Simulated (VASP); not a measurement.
# MgB2 (P6/mmm) in VASP: further runs, part 2 of 2

VASP 6.6.1. Earlier steps stand in the parts before.

### 3 Single point, PBEsol (strained)

INCAR

```
PREC = Accurate
ENCUT = 520
EDIFF = 1E-6
ISMEAR = 0
SIGMA = 0.1
LREAL = False
LASPH = True
NELM = 80
ALGO = Normal
ISIF = 2
LWAVE = False
LCHARG = False
GGA = PS
NBANDS = 11
```

KPOINTS

```
Automatic mesh
0
Gamma
  15 15 12
```

POSCAR

```
MgB2
1.0
    3.2574213950      0.0000000000      0.0000000000
   -1.6287106975      2.8210096788      0.0000000000
    0.0000000000      0.0000000000      3.4028304700
Mg B
1 2
Direct
    0.0000000000      0.0000000000      0.0000000000
    0.3333333333      0.6666666667      0.5000000000
    0.6666666667      0.3333333333      0.5000000000
```

Potentials or basis: VASP PAW PBE potentials, release 64 (Mg, B).

Run with:

```console
cat potpaw_PBE.64/Mg/POTCAR potpaw_PBE.64/B/POTCAR > POTCAR
mpirun -np 1 vasp_std > vasp.out
```

Run time: 31 s. Hardware: 1 thread of Intel Xeon Platinum 8488C (Sapphire Rapids), shared host; peak memory 0.19 GiB.

Results (log left out):

```yaml
Free_energy: -15.9327 eV
Pressure: -15.2 GPa
Band_gap_on_the_k_mesh: zero (band 4 reaches 6.89 eV, above the bottom of band 5 at 2.64 eV)
```

Stress tensor (GPa, compression positive):
```
-23.31   0.00   0.00
  0.00 -23.31   0.00
  0.00   0.00   0.90
```

Levels at points of the mesh, in eV from the Fermi level:
| k point | band 2 | band 3 | band 4 | band 5 | band 6 | band 7 |
| --- | --- | --- | --- | --- | --- | --- |
| (0.00, 0.00, 0.00) | -1.85 | -0.07 | -0.07 | 2.90 | 5.10 | 5.10 |
| (0.00, 0.00, 0.50) | -6.84 | 0.45 | 0.45 | 5.65 | 5.65 | 6.57 |

Caveat: the cell differs from its parent crystal (strained); the PAW data sets were made with another functional, which shifts forces and pressure a little.

### 4 Single point, PBEsol (strained)

INCAR

```
PREC = Accurate
ENCUT = 520
EDIFF = 1E-6
ISMEAR = 0
SIGMA = 0.1
LREAL = F
LASPH = T
NELM = 100
ALGO = Normal
ISIF = 2
LWAVE = F
LCHARG = T
GGA = PS
LELF = T
LVHAR = T
NBANDS = 11
```

KPOINTS is that of step 3.

POSCAR

```
MgB2
1.0
    3.1552461716      0.0000000000      0.0000000000
   -1.5776230858      2.7325233398      0.0000000000
    0.0000000000      0.0000000000      3.8145987100
Mg B
1 2
Direct
    0.0000000000      0.0000000000      0.0000000000
    0.3333333333      0.6666666667      0.5000000000
    0.6666666667      0.3333333333      0.5000000000
```

Potentials or basis: VASP PAW PBE potentials, release 64 (Mg, B).

Run with:

```console
cat potpaw_PBE.64/Mg/POTCAR potpaw_PBE.64/B/POTCAR > POTCAR
mpirun -np 1 vasp_std > vasp.out
```

OUTCAR:

```text
PREC = Accurate
   ENCUT = 520
   EDIFF = 1E-6
   ISMEAR = 0
   LREAL = F
   LASPH = T
   NELM = 100
   ISIF = 2
   GGA = PS

 ion  position               nearest neighbor table
   1  0.000  0.000  0.000-   2 2.64   3 2.64   2 2.64   3 2.64   3 2.64   3 2.64   2 2.64   2 2.64
                             3 2.64   3 2.64   2 2.64   2 2.64
   2  0.333  0.667  0.500-   3 1.82   3 1.82   3 1.82   1 2.64   1 2.64   1 2.64   1 2.64   1 2.64
                             1 2.64
   3  0.667  0.333  0.500-   2 1.82   2 1.82   2 1.82   1 2.64   1 2.64   1 2.64   1 2.64   1 2.64
                             1 2.64

  LATTYP: Found a hexagonal cell.
 ALAT       =     3.1552461716
 C/A-ratio  =     1.2089702364

  Lattice vectors:

 A1 = (   3.1552461716,   0.0000000000,   0.0000000000)
 A2 = (  -1.5776230858,   2.7325233398,   0.0000000000)
 A3 = (   0.0000000000,   0.0000000000,   3.8145987100)

Analysis of symmetry for initial positions (statically):
=====================================================================
 Subroutine PRICEL returns:
 Original cell was already a primitive cell.

 Routine SETGRP: Setting up the symmetry group for a
 hexagonal supercell.

 Subroutine GETGRP returns: Found 24 space group operations
[... 177 lines left out ...]
      1      -7.3213      2.00000
      2       1.1985      2.00000
      3       4.8148      0.00000
      4       4.9403      0.00000
      5       4.9403      0.00000
      6      10.7083      0.00000
      7      10.7083      0.00000
      8      12.0566      0.00000
      9      13.6620      0.00000
     10      16.3895      0.00000
     11      19.2072      0.00000
[... 309 lines left out ...]
 k-point    24 :       0.4000    0.2000    0.0000
  band No.  band energies     occupation
      1      -3.1909      2.00000
      2      -2.4676      2.00000
      3       0.4078      2.00000
      4       4.9148      0.00000
      5       6.7113      0.00000
      6       8.7923      0.00000
      7       9.5985      0.00000
      8      11.3109      0.00000
      9      12.6492      0.00000
     10      14.7385      0.00000
     11      17.3446      0.00000

 [... further k-points ...]
[... 5 lines left out ...]
  --------------------------------------------------------------------------------------
  -------------------------------------------------------------------------------------
  Total       -2.6978180     -2.6978180     -4.1470863      0.0000000     -0.0000000      0.0000000
  in kB     -131.4247750   -131.4247750   -202.0261877      0.0000000     -0.0000000      0.0000000
  external PRESSURE =    -154.9585792 kB  Pullay stress =       0.0000000 kB

 VOLUME and BASIS-vectors are now :
 -----------------------------------------------------------------------------
  energy-cutoff  :      520.00
  volume of cell :       32.89
      direct lattice vectors                 reciprocal lattice vectors
     3.155246172  0.000000000  0.000000000     0.316932482  0.182981054  0.000000000
    -1.577623086  2.732523340  0.000000000     0.000000000  0.365962107  0.000000000
     0.000000000  0.000000000  3.814598710     0.000000000  0.000000000  0.262150773

 POSITION                                       TOTAL-FORCE (eV/Angst)
 -----------------------------------------------------------------------------------
      0.00000      0.00000      0.00000         0.000000      0.000000      0.000000
     -0.00000      1.82168      1.90730         0.000000      0.000000     -0.000000
      1.57762      0.91084      1.90730        -0.000000     -0.000000      0.000000
 -----------------------------------------------------------------------------------
    total drift:                                0.000000     -0.000000     -0.000000

  FREE ENERGIE OF THE ION-ELECTRON SYSTEM (eV)
  ---------------------------------------------------
  free  energy   TOTEN  =       -15.9580812966 eV

  energy  without entropy=      -15.9541205272  energy(sigma->0) =      -15.95610091
```

stdout:

```text
POSCAR found type information on POSCAR MgB
 POSCAR found :  2 types and       3 ions
 scaLAPACK will be used
 -----------------------------------------------------------------------------
|                                                                             |
|                                                                             |
|     You enforced a specific xc type in the INCAR file but a different       |
|     I HOPE YOU KNOW WHAT YOU ARE DOING!                                     |
|                                                                             |
 -----------------------------------------------------------------------------

 LDA part: xc-table for (Slater+PW92), standard interpolation
 POSCAR, INCAR and KPOINTS ok, starting setup
 FFT: planning ... GRIDC
 FFT: planning ... GRID_SOFT
 FFT: planning ... GRID
 WAVECAR not read
 entering main loop
```

It took 38 s on 1 thread of Intel Xeon Platinum 8488C (Sapphire Rapids), shared host; peak memory 0.2 GiB.

What came out:

```yaml
Free_energy: -15.9581 eV
Pressure: -15.5 GPa
Band_gap_on_the_k_mesh: zero (band 4 reaches 5.88 eV, above the bottom of band 5 at 2.67 eV)
```

Caveat: the cell differs from its parent crystal (strained); the PAW data sets were made with another functional, which shifts forces and pressure a little.

### 5 The runs side by side

```csv
cell,gap on the mesh (eV),pressure (GPa)
"a = 3.135, b = 3.135, c = 3.633 Å, angles 90.0, 90.0, 120.0°, 3 atoms",none,-10.8
"a = 3.257, b = 3.257, c = 3.403 Å, angles 90.0, 90.0, 120.0°, 3 atoms",none,-15.2
"a = 3.155, b = 3.155, c = 3.815 Å, angles 90.0, 90.0, 120.0°, 3 atoms",none,-15.5
```

Alike in all rows: task single point; level PBEsol; potentials or basis VASP PAW PBE potentials, release 64 (Mg, B); no spin polarisation; k mesh 15 × 15 × 12; cutoff (eV) 520; smearing gaussian 0.1 eV.

Caveats: the PAW data sets were made with another functional, which shifts forces and pressure a little.

Absolute energies hang on the potentials; compare differences alone.
